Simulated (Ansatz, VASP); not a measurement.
# One calculation of TiSi2, two programs

INCAR

```
SYSTEM = TiSi2
PREC = Accurate
ENCUT = 520
EDIFF = 1E-8
ISMEAR = -1
SIGMA = 0.08
LREAL = .False.
LASPH = .True.
NELM = 60
ALGO = Normal
ISIF = 2
LWAVE = .False.
LCHARG = .False.
GGA = PE
LEFG = .True.
NBANDS = 29
```

Contents of KPOINTS:

```
regular mesh
0
Gamma
  8 8 8
  0 0 0
```

Contents of POSCAR:

```
TiSi2
1.0
    0.0000000000      4.1721904249      4.3175787994
    2.4179049172      0.0000000000      4.3175787994
    2.4179049172      4.1721904249      0.0000000000
Ti Si
2 4
Direct
    0.7500000000      0.7500000000      0.7500000000
    0.5000000000      0.5000000000      0.5000000000
    0.0830000000      0.4170000000      0.0830000000
    0.4170000000      0.0830000000      0.4170000000
    0.1670000000      0.8330000000      0.1670000000
    0.8330000000      0.1670000000      0.8330000000
```

Input for Ansatz:

```yaml
crystal:
  lattice:
    - [0.0, 4.1721904249, 4.3175787994]
    - [2.4179049172, 0.0, 4.3175787994]
    - [2.4179049172, 4.1721904249, 0.0]
  atoms:
    - { symbol: Ti, position: [0.75, 0.75, 0.75] }
    - { symbol: Ti, position: [0.5, 0.5, 0.5] }
    - { symbol: Si, position: [0.083, 0.417, 0.083] }
    - { symbol: Si, position: [0.417, 0.083, 0.417] }
    - { symbol: Si, position: [0.167, 0.833, 0.167] }
    - { symbol: Si, position: [0.833, 0.167, 0.833] }
kpoints:
  mp_grid: { grid: [8, 8, 8] }
scf:
  occupations: { method: fermi_dirac, width: 0.08 }
hamiltonian:
  xc: pbe
  pseudopotentials: { kind: paw }
output:
  forces: true
  stress: true
  eigenvalues: true
  efg: { contact_densities: true }
  write_density: true
  write_potential: true
  elf: true
  volumetric_format: npy
```

Change from the starting cell: volume scaled by 1.04, PAW files.

Alike in both runs: task electric field gradients; functional PBE; k mesh 8 × 8 × 8; occupations fermi-dirac, width 0.08 eV; no spin polarisation.

```csv
,VASP,Ansatz
version,VASP 6.6.1,Ansatz 0.2.0
potentials or method,"VASP PAW PBE potentials, release 64 (Ti_sv, Si)","PAW with Ansatz's default frozen-core files, scalar-relativistic"
plane-wave cutoff (eV),520,420
valence electrons in the cell,40,40
```

|  | VASP | Ansatz | Ansatz less VASP |
| --- | --- | --- | --- |
| pressure (GPa) | -3.2 | -3.2 | +0.03 |
| traceless stress, the component that is largest in VASP (GPa) | -1.24 | -1.25 | -0.007 |
| rms of the force components (eV/Å) | 0.090 | 0.089 | -0.0004 |
| size of Vzz on the site where it differs most (V/Å²) | 10.2 | 11.4 | +1.23 |

Atom by atom the forces differ by 0.000 eV/Å (rms over components). With one functional, cell and mesh, what is left measures potentials, basis and numerics.
